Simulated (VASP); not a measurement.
# GaS (P6_3/mmc) in VASP: single point with r2SCAN

Aim: the single point of GaS with r2SCAN.

Program: VASP 6.6.1. These are calculated values, not measurements. Logs are shortened: lines on timing, memory, paths and dates and some standing lists are left out, and cuts for length are marked.

**Experimental background.**

“Vapor-liquid-solid growth of highly-mismatched semiconductor nanowires with high-fidelity van der Waals layer stacking”, 2022, arxiv:2211.03366 quotes, for a bulk crystal of GaS at 77 K: band gap 2.59 eV (indirect).

The runs below are set against these values where they give the same quantity.

## 1. The cell of the first run

It takes space group P6_3/mmc (No. 194, hexagonal). Conventional cell: a = 3.580 Å, b = 3.580 Å, c = 15.563 Å, α = 90.00°, β = 90.00°, γ = 120.00°. Ga (site symmetry 3m) has 3 S at 2.33 Å and 1 Ga at 2.44 Å within 3.1 Å. Within 3.1 Å of S (site symmetry 3m) lie 3 Ga at 2.33 Å.

## 2. Single point, r2SCAN

The input, POSCAR:

```
GaS
1.0
    3.5795059546      0.0000000000      0.0000000000
   -1.7897529773      3.0999430897      0.0000000000
    0.0000000000      0.0000000000     15.5631243876
Ga S
4 4
Direct
    0.3333333333      0.6666666667      0.1716952327
    0.6666666667      0.3333333333      0.6716952327
    0.3333333333      0.6666666667      0.3283047673
    0.6666666667      0.3333333333      0.8283047673
    0.3333333333      0.6666666667      0.6028569218
    0.6666666667      0.3333333333      0.1028569218
    0.3333333333      0.6666666667      0.8971430782
    0.6666666667      0.3333333333      0.3971430782
```

The input, INCAR.step1:

```
SYSTEM = GaS
ALGO = Normal ; EDIFF = 1E-5
ENCUT = 550 ; GGA = PE
GGA_COMPAT = .FALSE. ; ISMEAR = 0
LASPH = .TRUE. ; LCHARG = .FALSE.
LREAL = .FALSE. ; LWAVE = .TRUE.
NBANDS = 48 ; NELM = 120
PREC = Accurate ; SIGMA = 0.01
```

The input, INCAR.step2:

```
SYSTEM = GaS
ALGO = Normal ; EDIFF = 1E-6
ENCUT = 550 ; GGA_COMPAT = .FALSE.
ISIF = 2 ; ISMEAR = 0
ISTART = 1 ; LASPH = .TRUE.
LCHARG = .FALSE. ; LMIXTAU = .TRUE.
LREAL = .FALSE. ; LWAVE = .FALSE.
METAGGA = R2SCAN ; NBANDS = 48
NELM = 120 ; PREC = Accurate
SIGMA = 0.01
```

The input, KPOINTS:

```
k-points
0
G
  12 12 2
  0 0 0
```

Potentials or basis: VASP PAW PBE potentials, release 64 (Ga_d, S).

On the command line:

```console
$ cat potpaw_PBE.64/Ga_d/POTCAR potpaw_PBE.64/S/POTCAR > POTCAR
$ cp INCAR.step1 INCAR
$ mpirun -np 1 vasp_std > vasp.out
$ cp INCAR.step2 INCAR
$ mpirun -np 1 vasp_std > vasp.out
```

OUTCAR:

```text
SYSTEM = GaS
   EDIFF = 1E-6
   ENCUT = 550
   ISIF = 2
   ISMEAR = 0
   ISTART = 1
   LASPH = .TRUE.
   LREAL = .FALSE.
   METAGGA = R2SCAN
   NELM = 120
   PREC = Accurate

 ion  position               nearest neighbor table
   1  0.333  0.667  0.172-   6 2.33   6 2.33   6 2.33   3 2.44
   2  0.667  0.333  0.672-   5 2.33   5 2.33   5 2.33   4 2.44
   3  0.333  0.667  0.328-   8 2.33   8 2.33   8 2.33   1 2.44
   4  0.667  0.333  0.828-   7 2.33   7 2.33   7 2.33   2 2.44
   5  0.333  0.667  0.603-   2 2.33   2 2.33   2 2.33
   6  0.667  0.333  0.103-   1 2.33   1 2.33   1 2.33
   7  0.333  0.667  0.897-   4 2.33   4 2.33   4 2.33
   8  0.667  0.333  0.397-   3 2.33   3 2.33   3 2.33

  LATTYP: Found a hexagonal cell.
 ALAT       =     3.5795059546
 C/A-ratio  =     4.3478414577

  Lattice vectors:

 A1 = (   3.5795059546,   0.0000000000,   0.0000000000)
 A2 = (  -1.7897529773,   3.0999430897,   0.0000000000)
 A3 = (   0.0000000000,   0.0000000000,  15.5631243876)

Analysis of symmetry for initial positions (statically):
=====================================================================
 Subroutine PRICEL returns:
 Original cell was already a primitive cell.

 Routine SETGRP: Setting up the symmetry group for a
 hexagonal supercell.

 Subroutine GETGRP returns: Found 24 space group operations
 (whereof 12 operations were pure point group operations)
 out of a pool of 24 trial point group operations.

The static configuration has the point symmetry D_3d.
 The point group associated with its full space group is D_6h.

Analysis of symmetry for dynamics (positions and initial velocities):
=====================================================================
 Subroutine PRICEL returns:
 Original cell was already a primitive cell.

 Routine SETGRP: Setting up the symmetry group for a
 hexagonal supercell.

 Subroutine GETGRP returns: Found 24 space group operations
 (whereof 12 operations were pure point group operations)
 out of a pool of 24 trial point group operations.

The dynamic configuration has the point symmetry D_3d.
 The point group associated with its full space group is D_6h.

 Subroutine INISYM returns: Found 24 space group operations
 (whereof 12 operations are pure point group operations),
 and found     1 'primitive' translations

----------------------------------------------------------------------------------------

                                     Primitive cell

  volume of cell :     172.6925

  direct lattice vectors                    reciprocal lattice vectors
     3.579505955  0.000000000  0.000000000     0.279368162  0.161293284  0.000000000
    -1.789752977  3.099943090  0.000000000     0.000000000  0.322586567  0.000000000
     0.000000000  0.000000000 15.563124388     0.000000000  0.000000000  0.064254450

  length of vectors
     3.579505955  3.579505955 15.563124388     0.322586567  0.322586567  0.064254450

  position of ions in fractional coordinates (direct lattice)
     0.333333333  0.666666667  0.171695233
     0.666666667  0.333333333  0.671695233
     0.333333333  0.666666667  0.328304767
     0.666666667  0.333333333  0.828304767
     0.333333333  0.666666667  0.602856922
     0.666666667  0.333333333  0.102856922
     0.333333333  0.666666667  0.897143078
     0.666666667  0.333333333  0.397143078

  ion indices of the primitive-cell ions
   primitive index   ion index
                 1           1
                 2           2
                 3           3
                 4           4
                 5           5
                 6           6
                 7           7
                 8           8

----------------------------------------------------------------------------------------

 KPOINTS: k-points

Automatic generation of k-mesh.
 Grid dimensions read from file:
 generate k-points for:   12   12    2

 Generating k-lattice:

  Cartesian coordinates                     Fractional coordinates (reciprocal lattice)
     0.023280680  0.013441107  0.000000000     0.083333333 -0.000000000  0.000000000
     0.000000000  0.026882214  0.000000000     0.000000000  0.083333333  0.000000000
     0.000000000  0.000000000  0.032127225     0.000000000  0.000000000  0.500000000

  Length of vectors
     0.026882214  0.026882214  0.032127225

  Shift w.r.t. Gamma in fractional coordinates (k-lattice)
     0.000000000  0.000000000  0.000000000

 Subroutine IBZKPT returns following result:
 ===========================================

 Found     38 irreducible k-points:

 Following reciprocal coordinates:
            Coordinates               Weight
  0.000000  0.000000  0.000000      1.000000
  0.083333  0.000000  0.000000      6.000000
  0.166667  0.000000  0.000000      6.000000
  0.250000  0.000000  0.000000      6.000000
  0.333333  0.000000  0.000000      6.000000
  0.416667  0.000000  0.000000      6.000000
[... 16 lines left out ...]
  0.250000  0.000000  0.500000      6.000000
  0.333333  0.000000  0.500000      6.000000
 [... further k-points ...]
   k-points           NKPTS =     38   k-points in BZ     NKDIM =     38   number of bands    NBANDS=     48
   number of dos      NEDOS =    301   number of ions     NIONS =      8
   total plane-waves  NPLWV =  94080
   dimension x,y,z NGX =    28 NGY =   28 NGZ =  120
   dimension x,y,z NGXF=    56 NGYF=   56 NGZF=  240
   ions per type =               4   4
   NGX,Y,Z   is equivalent  to a cutoff of  13.00, 13.00, 12.82 a.u.
   NGXF,Y,Z  is equivalent  to a cutoff of  26.01, 26.01, 25.64 a.u.
 SYSTEM =  GaS
   PREC   = accura    normal or accurate (medium, high low for compatibility)
   ISTART =      1    job   : 0-new  1-cont  2-samecut
   ICHARG =      0    charge: 1-file 2-atom 10-const
   ISPIN  =      1    spin polarized calculation?
   LNONCOLLINEAR =      F non collinear calculations
   LSORBIT =      F    spin-orbit coupling
   LASPH  =      T    aspherical Exc in radial PAW
   ENCUT  =  550.0 eV  40.42 Ry    6.36 a.u.   6.84  6.84 29.76*2*pi/ulx,y,z
   NELM   =    120;   NELMIN=  2; NELMDL=  0     # of ELM steps
   EDIFF  = 0.1E-05   stopping-criterion for ELM
   LREAL  =      F    real-space projection
   EDIFFG = 0.1E-04   stopping-criterion for IOM
   NSW    =      0    number of steps for IOM
   IBRION =     -1    ionic relax: 0-MD 1-quasi-New 2-CG
   NFREE  =      0    steps in history (QN), initial steepest desc. (CG)
   ISIF   =      2    stress and relaxation
   ISYM   =      2    0-nonsym 1-usesym 2-fastsym
   POTIM  = 0.5000    time-step for ionic-motion
   TEBEG  =    0.0;   TEEND  =   0.0 temperature during run
   PSTRESS=    0.0 pullay stress
   NELECT =      76.0000    total number of electrons
   NUPDOWN=      -1.0000    fix difference up-down
   EMIN   =  10.00;   EMAX   =-10.00  energy-range for DOS
   EFERMI =   0.00;   METHOD = LEGACY
   ISMEAR =     0;   SIGMA  =   0.01  broadening in eV -4-tet -1-fermi 0-gaus
   EFERMI_NEDOS =   21; number of points for ismear=-14 and -15
   IALGO  =     38    algorithm
   IMIX   =      4    mixing-type and parameters
     AMIX     =   0.40;   BMIX     =  1.00
     AMIX_MAG =   1.60;   BMIX_MAG =  1.00
  volume/ion in A,a.u.               =      21.59       145.67
  Fermi-wavevector in a.u.,A,eV,Ry     =   1.245245  2.353172 21.097674  1.550635
  Thomas-Fermi vector in A             =   2.379476
   LORBIT       =      0    0 simple, 1 ext, 2 COOP (PROOUT), +10 PAW based schemes
   METAGGA = R2SCAN    functional components
   LHFCALC =     F    Hartree Fock is set to
   AEXX    =    0.0000 exact exchange contribution
   IVDW    =     0    specifies the selected vdW correction
   LEPSILON=     F    determine dielectric tensor
   LRPA    =     F    only Hartree local field effects (RPA)
 non-spin polarized calculation
 Gauss-broadening in eV      SIGMA  =   0.01
  energy-cutoff  :      550.00
  volume of cell :      172.69
 maximum number of plane-waves:      5100
 NGX is ok and might be reduce to    28
   NGX = 13   NGY = 13   NGZ = 59

 number of electron      76.0000010 magnetization

 Free energy of the ion-electron system (eV)
  ---------------------------------------------------
  ext. energy  EPLUGINS =         0.00000000
  ---------------------------------------------------
  free energy    TOTEN  =       -83.99038311 eV

  energy without entropy =      -83.99038311  energy(sigma->0) =      -83.99038311

 E-fermi :   3.7926     XC(G=0): -10.1450

 val. band max:        3.6888983821   @ k =   0.0000   0.0000   0.0000
 cond. band min:       5.6050575337   @ k =   0.5000   0.0000   0.0000
 fundamental gap:      1.9161591516
 Fermi energy:         3.7925598609

 k-point     1 :       0.0000    0.0000    0.0000
  band No.  band energies     occupation
      1     -11.7563      2.00000
      2     -11.7479      2.00000
      3     -11.5967      2.00000
      4     -11.5967      2.00000
      5     -11.5965      2.00000
      6     -11.5965      2.00000
[... 40 lines left out ...]
     47       9.9493      0.00000
     48       9.9494      0.00000

 k-point     2 :       0.0833    0.0000    0.0000
  band No.  band energies     occupation
      1     -11.7699      2.00000
      2     -11.7591      2.00000
      3     -11.6312      2.00000
      4     -11.6214      2.00000
      5     -11.6180      2.00000
      6     -11.6113      2.00000
[... 40 lines left out ...]
     47       9.6708      0.00000
     48       9.9216      0.00000

 k-point     3 :       0.1667    0.0000    0.0000
  band No.  band energies     occupation
      1     -11.8106      2.00000
      2     -11.7961      2.00000
      3     -11.7168      2.00000
      4     -11.6966      2.00000
      5     -11.6466      2.00000
      6     -11.6433      2.00000
[... 1060 lines left out ...]
     47       9.3882      0.00000
     48       9.3882      0.00000

 k-point    24 :       0.3333    0.0000    0.5000
  band No.  band energies     occupation
      1     -11.8968      2.00000
      2     -11.8968      2.00000
      3     -11.8206      2.00000
      4     -11.8206      2.00000
      5     -11.6490      2.00000
      6     -11.6490      2.00000
[... 40 lines left out ...]
     47       9.4145      0.00000
     48       9.4145      0.00000

 [... further k-points ...]

------------------------ aborting loop because EDIFF is reached ----------------------------------------

  FORCE on cell =-STRESS in cart. coord.  units (eV):
  Direction    XX          YY          ZZ          XY          YZ          ZX
  --------------------------------------------------------------------------------------
  -------------------------------------------------------------------------------------
  Total        0.8931148      0.8931148      0.9329355      0.0000000     -0.0000000      0.0000000
  in kB        8.2859874      8.2859874      8.6554293      0.0000000     -0.0000000      0.0000000
  external PRESSURE =       8.4091347 kB  Pullay stress =       0.0000000 kB

 VOLUME and BASIS-vectors are now :
 -----------------------------------------------------------------------------
  energy-cutoff  :      550.00
  volume of cell :      172.69
      direct lattice vectors                 reciprocal lattice vectors
     3.579505955  0.000000000  0.000000000     0.279368162  0.161293284  0.000000000
    -1.789752977  3.099943090  0.000000000     0.000000000  0.322586567  0.000000000
     0.000000000  0.000000000 15.563124388     0.000000000  0.000000000  0.064254450

 POSITION                                       TOTAL-FORCE (eV/Angst)
 -----------------------------------------------------------------------------------
     -0.00000      2.06663      2.67211         0.000000     -0.000000      0.008994
      1.78975      1.03331     10.45368        -0.000000      0.000000      0.008994
     -0.00000      2.06663      5.10945        -0.000000      0.000000     -0.008994
      1.78975      1.03331     12.89101         0.000000      0.000000     -0.008994
     -0.00000      2.06663      9.38234        -0.000000      0.000000      0.020740
      1.78975      1.03331      1.60078        -0.000000      0.000000      0.020740
     -0.00000      2.06663     13.96235         0.000000     -0.000000     -0.020740
      1.78975      1.03331      6.18079        -0.000000     -0.000000     -0.020740
 -----------------------------------------------------------------------------------
    total drift:                               -0.000000      0.000000      0.000000

  FREE ENERGIE OF THE ION-ELECTRON SYSTEM (eV)
  ---------------------------------------------------
  free  energy   TOTEN  =       -83.9903831136 eV

  energy  without entropy=      -83.9903831136  energy(sigma->0) =      -83.99038311
```

It took 44 min on 1 thread of Oxide Virtual Turin-like, shared host; peak memory 0.46 GiB.

Results:

```yaml
Free_energy: -83.9904 eV
Pressure: 0.8 GPa
Largest_force: 0.021 eV/Å
Band_gap_on_the_k_mesh: 1.92 eV (least direct gap 2.26 eV)
```

Forces on the atoms (eV/Å):
```
Ga   0.000  0.000  0.009
Ga   0.000  0.000  0.009
Ga   0.000  0.000 -0.009
Ga   0.000  0.000 -0.009
S    0.000  0.000  0.021
S    0.000  0.000  0.021
S    0.000  0.000 -0.021
S    0.000  0.000 -0.021
```

Levels at points of the mesh, in eV from the valence-band top:
```
           k point  band 36  band 37  band 38  band 39  band 40  band 41
(0.00, 0.00, 0.00)    -1.50    -1.36     0.00     2.26     2.85     3.39
(0.50, 0.00, 0.00)    -2.44    -2.22    -1.73     1.92     2.18     2.36
(0.00, 0.00, 0.50)    -1.53    -0.66    -0.66     2.62     2.62     3.48
(0.50, 0.00, 0.50)    -2.64    -1.97    -1.97     2.12     2.12     2.50
```

Caveat: the PAW data sets were made with another functional, which shifts forces and pressure a little.

## 3. How close it comes

Step 2. Against the measured gap of GaS, 2.59 eV (indirect; 77 K; quoted in “Vapor-liquid-solid growth of highly-mismatched semiconductor nanowires with high-fidelity van der Waals layer stacking”, 2022, arxiv:2211.03366), the calculated 1.92 eV is off by -0.67 eV. 2 values of this kind are on record (2.53 to 2.59 eV); this one was drawn at random. Spin-orbit coupling on Ga is left out. The value is that of r2SCAN on a finite k mesh, which can miss the band edges, without temperature or zero-point motion.
